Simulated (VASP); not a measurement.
# Bi3H8 (P4mm) in VASP: further runs

Bi3H8 is run at these levels: PBE; tasks: relaxation of cell and atoms, single point.

Program: VASP 6.6.1. These are calculated values, not measurements. Logs are shortened: lines on timing, memory, paths and dates and some standing lists are left out, and cuts for length are marked.

## Step 1: The cell of the first run

The structure is tetragonal, space group P4mm (No. 99). The conventional cell has a = 4.218 Å, b = 4.218 Å, c = 5.242 Å, α = 90.00°, β = 90.00°, γ = 90.00°. Within 2.6 Å of Bi (site symmetry 2mm) lie 4 H at 1.99 Å and 2 Bi at 2.33 Å. Within 3.1 Å of Bi (site symmetry 4mm) lie 4 Bi at 2.33 Å and 8 H at 3.03 Å. H (site symmetry 1) has 3 H at 1.08 to 1.46 Å within 1.5 Å.

The cell was built from a structure type or drawn by symmetry, and may not be a known phase.

## Step 2: Relaxation of cell and atoms, PBE

Contents of INCAR:

```
PREC     = Accurate       # precision mode
ENCUT    = 600            # plane-wave cutoff, eV
EDIFF    = 1E-7           # SCF threshold, eV
ISMEAR   = 0              # smearing method
SIGMA    = 0.1            # smearing width, eV
LREAL    = F              # projectors in reciprocal space
LASPH    = T              # aspherical terms in the spheres
NELM     = 100            # most SCF steps
ALGO     = Normal         # electronic algorithm
ISIF     = 3              # what is computed and relaxed
LWAVE    = F              # write WAVECAR
LCHARG   = F              # write CHGCAR
GGA      = PE             # functional
IBRION   = 2              # ionic algorithm
NSW      = 90             # ionic steps
EDIFFG   = -0.04          # ionic threshold
```

Contents of KPOINTS:

```
regular mesh
0
Gamma
  4 4 4
```

Contents of POSCAR:

```
Bi3H8
1.0
    4.2177745500      0.0000000000      0.0000000000
    0.0000000000      4.2177745500      0.0000000000
    0.0000000000      0.0000000000      5.2415488200
Bi H
3 8
Direct
    0.5000000000      0.0000000000      0.4256381700
    0.0000000000      0.5000000000      0.4256381700
    0.0000000000      0.0000000000      0.6143444800
    0.6281646300      0.1727321800      0.0884536500
    0.3718353700      0.8272678200      0.0884536500
    0.8272678200      0.6281646300      0.0884536500
    0.1727321800      0.3718353700      0.0884536500
    0.6281646300      0.8272678200      0.0884536500
    0.3718353700      0.1727321800      0.0884536500
    0.8272678200      0.3718353700      0.0884536500
    0.1727321800      0.6281646300      0.0884536500
```

Potentials or basis: VASP PAW PBE potentials, release 64 (Bi_d, H).

Started as:

```console
$ cat potpaw_PBE.64/Bi_d/POTCAR potpaw_PBE.64/H/POTCAR > POTCAR
$ mpirun -np 1 vasp_std > vasp.out
```

OUTCAR:

```text
PREC = Accurate
   ENCUT = 600
   EDIFF = 1E-7
   ISMEAR = 0
   LREAL = F
   LASPH = T
   NELM = 100
   ISIF = 3
   GGA = PE
   IBRION = 2
   NSW = 90
   EDIFFG = -0.04

 ion  position               nearest neighbor table
   1  0.500  0.000  0.426-   4 1.99   5 1.99   8 1.99   9 1.99   3 2.33   3 2.33   2 2.98   2 2.98
                             2 2.98   2 2.98
   2  0.000  0.500  0.426-   6 1.99   7 1.99  10 1.99  11 1.99   3 2.33   3 2.33   1 2.98   1 2.98
                             1 2.98   1 2.98
   3  0.000  0.000  0.614-   1 2.33   2 2.33   2 2.33   1 2.33
   4  0.628  0.173  0.088-   1 1.99
   5  0.372  0.827  0.088-   1 1.99
   6  0.827  0.628  0.088-   2 1.99
   7  0.173  0.372  0.088-   2 1.99
   8  0.628  0.827  0.088-   1 1.99
   9  0.372  0.173  0.088-   1 1.99
  10  0.827  0.372  0.088-   2 1.99
  11  0.173  0.628  0.088-   2 1.99

  LATTYP: Found a simple tetragonal cell.
 ALAT       =     4.2177745500
 C/A-ratio  =     1.2427285427

  Lattice vectors:

 A1 = (   4.2177745500,   0.0000000000,   0.0000000000)
 A2 = (   0.0000000000,   4.2177745500,   0.0000000000)
 A3 = (   0.0000000000,   0.0000000000,   5.2415488200)

Analysis of symmetry for initial positions (statically):
=====================================================================
 Subroutine PRICEL returns:
 Original cell was already a primitive cell.

 Routine SETGRP: Setting up the symmetry group for a
 simple tetragonal supercell.

 Subroutine GETGRP returns: Found  8 space group operations
 (whereof  8 operations were pure point group operations)
 out of a pool of 16 trial point group operations.

The static configuration has the point symmetry C_4v.

Analysis of symmetry for dynamics (positions and initial velocities):
=====================================================================
 Subroutine PRICEL returns:
 Original cell was already a primitive cell.

 Routine SETGRP: Setting up the symmetry group for a
 simple tetragonal supercell.

 Subroutine GETGRP returns: Found  8 space group operations
 (whereof  8 operations were pure point group operations)
 out of a pool of 16 trial point group operations.

The dynamic configuration has the point symmetry C_4v.

 Subroutine INISYM returns: Found  8 space group operations
 (whereof  8 operations are pure point group operations),
 and found     1 'primitive' translations

----------------------------------------------------------------------------------------

                                     Primitive cell

  volume of cell :      93.2452

  direct lattice vectors                    reciprocal lattice vectors
     4.217774550  0.000000000  0.000000000     0.237091857  0.000000000  0.000000000
     0.000000000  4.217774550  0.000000000     0.000000000  0.237091857  0.000000000
     0.000000000  0.000000000  5.241548820     0.000000000  0.000000000  0.190783304

  length of vectors
     4.217774550  4.217774550  5.241548820     0.237091857  0.237091857  0.190783304

  position of ions in fractional coordinates (direct lattice)
     0.500000000  0.000000000  0.425638170
     0.000000000  0.500000000  0.425638170
     0.000000000  0.000000000  0.614344480
     0.628164630  0.172732180  0.088453650
     0.371835370  0.827267820  0.088453650
     0.827267820  0.628164630  0.088453650
     0.172732180  0.371835370  0.088453650
     0.628164630  0.827267820  0.088453650
     0.371835370  0.172732180  0.088453650
     0.827267820  0.371835370  0.088453650
     0.172732180  0.628164630  0.088453650

  ion indices of the primitive-cell ions
   primitive index   ion index
                 1           1
                 2           2
                 3           3
                 4           4
                 5           5
                 6           6
                 7           7
                 8           8
                 9           9
                10          10
                11          11

----------------------------------------------------------------------------------------

 KPOINTS: regular mesh

[... 47 lines left out ...]
   EFERMI =   0.00;   METHOD = LEGACY
   ISMEAR =     0;   SIGMA  =   0.10  broadening in eV -4-tet -1-fermi 0-gaus
   EFERMI_NEDOS =   21; number of points for ismear=-14 and -15
   IALGO  =     38    algorithm
   IMIX   =      4    mixing-type and parameters
     AMIX     =   0.40;   BMIX     =  1.00
     AMIX_MAG =   1.60;   BMIX_MAG =  1.00
  volume/ion in A,a.u.               =       8.48        57.20
  Fermi-wavevector in a.u.,A,eV,Ry     =   1.356099  2.562655 25.021168  1.839004
  Thomas-Fermi vector in A             =   2.483131
   LORBIT       =      0    0 simple, 1 ext, 2 COOP (PROOUT), +10 PAW based schemes
   GGA     = PE    functional components
   LHFCALC =     F    Hartree Fock is set to
   AEXX    =    0.0000 exact exchange contribution
   IVDW    =     0    specifies the selected vdW correction
   LEPSILON=     F    determine dielectric tensor
   LRPA    =     F    only Hartree local field effects (RPA)
 conjugate gradient relaxation of ions
 non-spin polarized calculation
 Gauss-broadening in eV      SIGMA  =   0.10
  energy-cutoff  :      600.00
  volume of cell :       93.25
 maximum number of plane-waves:      3145
 NGX is ok and might be reduce to    36
   NGX = 17   NGY = 17   NGZ = 21

--------------------------------------- Ionic step        1  -------------------------------------------

 number of electron      52.9999998 magnetization

 Free energy of the ion-electron system (eV)
  ---------------------------------------------------
  ext. energy  EPLUGINS =         0.00000000
  ---------------------------------------------------
  free energy    TOTEN  =       -11.79687754 eV

  energy without entropy =      -11.77840565  energy(sigma->0) =      -11.78764159

 E-fermi :  10.0073     XC(G=0): -11.0618

 val. band max:       10.0061104756   @ k =   0.2500   0.0000   0.2500
 cond. band min:      10.0669179984   @ k =   0.2500   0.2500   0.0000
 fundamental gap:      0.0608075229
 Fermi energy:        10.0072798018

 k-point     1 :       0.0000    0.0000    0.0000
  band No.  band energies     occupation
      1     -16.7117      2.00000
      2     -16.3278      2.00000
      3     -15.8385      2.00000
      4     -15.8260      2.00000
      5     -15.8260      2.00000
      6     -15.3707      2.00000
[... 747 lines left out ...]
  FREE ENERGIE OF THE ION-ELECTRON SYSTEM (eV)
  ---------------------------------------------------
  free  energy   TOTEN  =       -30.5178573025 eV

  energy  without entropy=      -30.5000831787  energy(sigma->0) =      -30.50897024

[... ionic steps 4 to 54 ...]

--------------------------------------- Ionic step       55  -------------------------------------------

 number of electron      52.9999994 magnetization

------------------------ aborting loop because EDIFF is reached ----------------------------------------

  FORCE on cell =-STRESS in cart. coord.  units (eV):
  Direction    XX          YY          ZZ          XY          YZ          ZX
  --------------------------------------------------------------------------------------
  -------------------------------------------------------------------------------------
  Total       -0.3867401     -0.3867401      0.5245193      0.0000000     -0.0000000      0.0000000
  in kB       -3.0965764     -3.0965764      4.1997565      0.0000000     -0.0000000      0.0000000
  external PRESSURE =      -0.6644654 kB  Pullay stress =       0.0000000 kB
[... 75 lines left out ...]
  energy  without entropy=      -36.7762407020  energy(sigma->0) =      -36.78573391

--------------------------------------- Ionic step       57  -------------------------------------------

 number of electron      52.9999984 magnetization

 Free energy of the ion-electron system (eV)
  ---------------------------------------------------
  ext. energy  EPLUGINS =         0.00000000
  ---------------------------------------------------
  free energy    TOTEN  =       -36.79815048 eV

  energy without entropy =      -36.77904284  energy(sigma->0) =      -36.78859666

 E-fermi :   2.3506     XC(G=0):  -7.6050

 val. band max:        2.3284547105   @ k =   0.2500   0.0000   0.0000
 cond. band min:       2.3861740758   @ k =   0.0000   0.0000   0.5000
 fundamental gap:      0.0577193652
 Fermi energy:         2.3506068569

 k-point     1 :       0.0000    0.0000    0.0000
  band No.  band energies     occupation
      1     -20.7549      2.00000
      2     -20.7549      2.00000
      3     -20.7345      2.00000
      4     -20.7184      2.00000
      5     -20.7030      2.00000
      6     -20.5113      2.00000
[... 657 lines left out ...]
  FREE ENERGIE OF THE ION-ELECTRON SYSTEM (eV)
  ---------------------------------------------------
  free  energy   TOTEN  =       -36.7981504832 eV

  energy  without entropy=      -36.7790428435  energy(sigma->0) =      -36.78859666

 reached required accuracy - stopping structural energy minimisation
```

It took 21 min on 1 thread of Intel Xeon 6975P-C (Granite Rapids), shared host; peak memory 0.25 GiB.

Results:

* Free energy: -36.7982 eV
* Relaxed volume: 18.17 Å³/atom
* Relaxed cell: a = 5.014 Å, b = 5.014 Å, c = 7.948 Å, α = 90.00°, β = 90.00°, γ = 90.00°
* Space group after relaxing (to 0.1 Å): P4mm (No. 99)
* Energy gained by relaxing: 2272.8 meV/atom
* Ionic steps: 57
* Pressure after relaxing: 0.0 GPa
* Largest force after relaxing: 0.029 eV/Å
* Band gap on the k mesh: zero (an odd number of electrons rules out a gap without spin polarisation)

Forces in eV/Å, atoms in the order of the input:
```
Bi   0.000  0.000 -0.011
Bi   0.000  0.000 -0.011
Bi   0.000  0.000  0.029
H   -0.025 -0.007 -0.001
H    0.025  0.007 -0.001
H    0.007 -0.025 -0.001
H   -0.007  0.025 -0.001
H   -0.025  0.007 -0.001
H    0.025 -0.007 -0.001
H    0.007  0.025 -0.001
H   -0.007 -0.025 -0.001
```

Stress tensor (GPa, compression positive):
```
-0.19  0.00  0.00
 0.00 -0.19  0.00
 0.00  0.00  0.25
```

The path:
| step | energy change (eV) | largest force (eV/Å) | pressure (GPa) | volume (Å³) |
| --- | --- | --- | --- | --- |
| 1 | 0.0000 | 22.9301 | 107.04 | 93.25 |
| 3 | -18.7210 | 1.3309 | 1.88 | 145.85 |
| 5 | -18.7543 | 1.2975 | 0.14 | 150.48 |
| 7 | -22.0279 | 2.4629 | -1.29 | 155.13 |
| 9 | -22.7822 | 2.2294 | -0.59 | 156.11 |
| 11 | -23.6874 | 1.3449 | 2.32 | 157.92 |
| 13 | -24.1564 | 1.2763 | 2.99 | 169.74 |
| 15 | -24.3744 | 1.1023 | 2.25 | 178.50 |
| 17 | -24.5356 | 0.4551 | 0.54 | 189.62 |
| 19 | -24.6531 | 0.3019 | -0.34 | 202.99 |
| 21 | -24.6640 | 0.4832 | -0.61 | 209.36 |
| 23 | -24.7022 | 0.3492 | -1.43 | 214.08 |
| 25 | -24.8315 | 0.1430 | -1.16 | 216.59 |
| 27 | -24.8858 | 0.1916 | -0.87 | 218.54 |
| 29 | -24.9033 | 0.2267 | -0.87 | 216.35 |
| 31 | -24.9171 | 0.1781 | -0.55 | 213.68 |
| 33 | -24.9267 | 0.2795 | 0.05 | 209.47 |
| 35 | -24.9449 | 0.1319 | -0.05 | 206.87 |
| 37 | -24.9499 | 0.2059 | -0.11 | 204.67 |
| 39 | -24.9551 | 0.2174 | 0.16 | 203.36 |
| 41 | -24.9706 | 0.1508 | 0.20 | 201.31 |
| 43 | -24.9774 | 0.1099 | 0.25 | 198.72 |
| 45 | -24.9821 | 0.1683 | 0.19 | 199.39 |
| 47 | -24.9855 | 0.1646 | -0.03 | 199.97 |
| 49 | -24.9861 | 0.1854 | -0.17 | 200.36 |
| 51 | -24.9892 | 0.1371 | -0.14 | 200.31 |
| 53 | -24.9952 | 0.1120 | 0.05 | 200.07 |
| 55 | -24.9970 | 0.0977 | -0.07 | 200.10 |
| 57 | -25.0013 | 0.0288 | -0.05 | 199.84 |

Final structure:
```yaml
crystal:
  lattice:
    - [5.01415, 0.00000, 0.00000]
    - [0.00000, 5.01415, 0.00000]
    - [0.00000, 0.00000, 7.94843]
  atoms:
    - { symbol: Bi, position: [0.50000, 0.00000, 0.47289] }
    - { symbol: Bi, position: [0.00000, 0.50000, 0.47289] }
    - { symbol: Bi, position: [0.00000, 0.00000, 0.71056] }
    - { symbol: H, position: [0.69681, 0.19775, 0.06461] }
    - { symbol: H, position: [0.30319, 0.80225, 0.06461] }
    - { symbol: H, position: [0.80225, 0.69681, 0.06461] }
    - { symbol: H, position: [0.19775, 0.30319, 0.06461] }
    - { symbol: H, position: [0.69681, 0.80225, 0.06461] }
    - { symbol: H, position: [0.30319, 0.19775, 0.06461] }
    - { symbol: H, position: [0.80225, 0.30319, 0.06461] }
    - { symbol: H, position: [0.19775, 0.69681, 0.06461] }
```

Levels at points of the mesh, in eV from the Fermi level:
```
           k point  band 22  band 23  band 24  band 25  band 26  band 27  band 28  band 29  band 30  band 31
(0.00, 0.00, 0.00)    -4.76    -3.15    -3.15    -1.37    -0.35     0.26     0.65     0.65     1.61     2.81
(0.50, 0.00, 0.00)    -5.83    -2.59    -2.34    -2.01    -0.57    -0.54    -0.40     1.90     2.24     2.49
(0.50, 0.50, 0.00)    -6.95    -3.79    -3.30    -2.39    -2.39     1.97     2.54     2.54     3.25     3.44
(0.00, 0.00, 0.50)    -4.76    -3.20    -3.20    -1.80    -0.04     0.04     0.77     0.77     2.14     2.85
(0.50, 0.00, 0.50)    -5.82    -2.41    -2.38    -1.96    -0.78    -0.58    -0.41     1.84     2.05     2.48
(0.50, 0.50, 0.50)    -6.95    -3.62    -3.32    -2.21    -2.21     1.53     2.08     2.08     3.25     3.89
```

Caveat: the k points lie up to 0.31 Å⁻¹ apart in the final cell, too coarse for converged energies and pressures of a metal; the volume moved by over 15 % at a fixed basis, so the end points are rough; spin-orbit coupling is left out, which moves the levels of the heavy elements.

## Step 3: Single point, PBE

This run uses another cell than the first one, of 22.99 Å³/atom.

Contents of INCAR:

```
ALGO = Normal ; EDIFF = 1E-6
ENCUT = 520 ; GGA = PE
ISIF = 2 ; ISMEAR = 0
LASPH = True ; LCHARG = True
LELF = True ; LREAL = False
LVHAR = True ; LWAVE = False
NBANDS = 38 ; NELM = 60
PREC = Accurate ; SIGMA = 0.1
```

Contents of KPOINTS:

```
k-points
0
Gamma
  8 8 4
```

Contents of POSCAR:

```
Bi3H8
1.0
    4.9961032775      0.0000000000      0.0000000000
    0.0000000000      4.9961032775      0.0000000000
    0.0000000000      0.0000000000     10.1322510299
Bi H
3 8
Direct
    0.5000000000      0.0000000000      0.4879195869
    0.0000000000      0.5000000000      0.4879195869
    0.0000000000      0.0000000000      0.6791204103
    0.6971757184      0.1974213096      0.0647863045
    0.3028242816      0.8025786904      0.0647863045
    0.8025786904      0.6971757184      0.0647863045
    0.1974213096      0.3028242816      0.0647863045
    0.6971757184      0.8025786904      0.0647863045
    0.3028242816      0.1974213096      0.0647863045
    0.8025786904      0.3028242816      0.0647863045
    0.1974213096      0.6971757184      0.0647863045
```

Potentials or basis: VASP PAW PBE potentials, release 64 (Bi_d, H).

Started as:

```console
$ cat potpaw_PBE.64/Bi_d/POTCAR potpaw_PBE.64/H/POTCAR > POTCAR
$ mpirun -np 1 vasp_std > vasp.out
```

Wall time 4.5 min (1 thread of Intel Xeon 6975P-C (Granite Rapids), shared host); peak memory 0.54 GiB.

It converged, with:

```
Free energy            : -37.4132 eV
Pressure               : -0.1 GPa
Largest force          : 0.011 eV/Å
Band gap on the k mesh : zero (an odd number of electrons rules out a gap without spin polarisation)
```

Forces in eV/Å, atoms in the order of the input:
```
Bi   0.000  0.000 -0.005
Bi   0.000  0.000 -0.005
Bi   0.000  0.000  0.011
H    0.006  0.005  0.000
H   -0.006 -0.005  0.000
H   -0.005  0.006  0.000
H    0.005 -0.006  0.000
H    0.006 -0.005  0.000
H   -0.006  0.005  0.000
H   -0.005 -0.006  0.000
H    0.005  0.006  0.000
```

Levels at points of the mesh, in eV from the Fermi level:
```csv
k point,band 23,band 24,band 25,band 26,band 27,band 28,band 29,band 30
"(0.00, 0.00, 0.00)",-2.99,-2.99,-1.59,-0.17,0.68,0.81,0.81,1.96
"(0.50, 0.00, 0.00)",-2.39,-2.14,-1.87,-0.59,-0.43,-0.27,2.02,2.13
"(0.50, 0.50, 0.00)",-3.69,-3.22,-2.19,-2.19,1.66,2.35,2.35,3.50
"(0.00, 0.00, 0.50)",-2.99,-2.99,-1.65,-0.08,0.66,0.82,0.82,2.01
"(0.50, 0.00, 0.50)",-2.38,-2.14,-1.87,-0.63,-0.43,-0.27,1.98,2.03
"(0.50, 0.50, 0.50)",-3.68,-3.22,-2.17,-2.17,1.58,2.26,2.26,3.50
```

Caveat: spin-orbit coupling is left out, which moves the levels of the heavy elements.

## Step 4: Single point, PBE

This run uses another cell than the first one, of 22.99 Å³/atom.

Contents of INCAR:

```
SYSTEM = Bi3H8
ALGO     = Normal         ! electronic algorithm
EDIFF    = 1E-6           ! SCF threshold, eV
ENCUT    = 520            ! plane-wave cutoff, eV
GGA      = PE             ! functional
ISIF     = 2              ! what is computed and relaxed
ISMEAR   = 0              ! smearing method
LASPH    = .True.         ! aspherical terms in the spheres
LCHARG   = .True.         ! write CHGCAR
LELF     = .True.         ! ELF
LREAL    = .False.        ! projectors in reciprocal space
LVHAR    = .True.       
LWAVE    = .False.        ! write WAVECAR
NBANDS   = 38             ! bands
NELM     = 60             ! most SCF steps
PREC     = Accurate       ! precision mode
SIGMA    = 0.1            ! smearing width, eV
```

Contents of KPOINTS:

```
k-points
0
Gamma
  8 8 4
  0 0 0
```

POSCAR is that of step 3.

Started as:

```console
$ cat potpaw_PBE.64/Bi_d/POTCAR potpaw_PBE.64/H/POTCAR > POTCAR
$ mpirun -np 1 vasp_std > vasp.out
```

It took 4 min on 1 thread of Intel Xeon 6975P-C (Granite Rapids), shared host; peak memory 0.54 GiB.

Results (log left out):

```
Free energy            : -37.4132 eV
Pressure               : -0.1 GPa
Largest force          : 0.011 eV/Å
Band gap on the k mesh : zero (an odd number of electrons rules out a gap without spin polarisation)
```

Forces on the atoms (eV/Å):
```
Bi   0.000  0.000 -0.005
Bi   0.000  0.000 -0.005
Bi   0.000  0.000  0.011
H    0.006  0.005  0.000
H   -0.006 -0.005  0.000
H   -0.005  0.006  0.000
H    0.005 -0.006  0.000
H    0.006 -0.005  0.000
H   -0.006  0.005  0.000
H   -0.005 -0.006  0.000
H    0.005  0.006  0.000
```

Levels at points of the mesh, in eV from the Fermi level:
| k point | band 23 | band 24 | band 25 | band 26 | band 27 | band 28 | band 29 | band 30 |
| --- | --- | --- | --- | --- | --- | --- | --- | --- |
| (0.00, 0.00, 0.00) | -2.99 | -2.99 | -1.59 | -0.17 | 0.68 | 0.81 | 0.81 | 1.96 |
| (0.50, 0.00, 0.00) | -2.39 | -2.14 | -1.87 | -0.59 | -0.43 | -0.27 | 2.02 | 2.13 |
| (0.50, 0.50, 0.00) | -3.69 | -3.22 | -2.19 | -2.19 | 1.66 | 2.35 | 2.35 | 3.50 |
| (0.00, 0.00, 0.50) | -2.99 | -2.99 | -1.65 | -0.08 | 0.66 | 0.82 | 0.82 | 2.01 |
| (0.50, 0.00, 0.50) | -2.38 | -2.14 | -1.87 | -0.63 | -0.43 | -0.27 | 1.98 | 2.03 |
| (0.50, 0.50, 0.50) | -3.68 | -3.22 | -2.17 | -2.17 | 1.58 | 2.26 | 2.26 | 3.50 |

Caveat: spin-orbit coupling is left out, which moves the levels of the heavy elements.
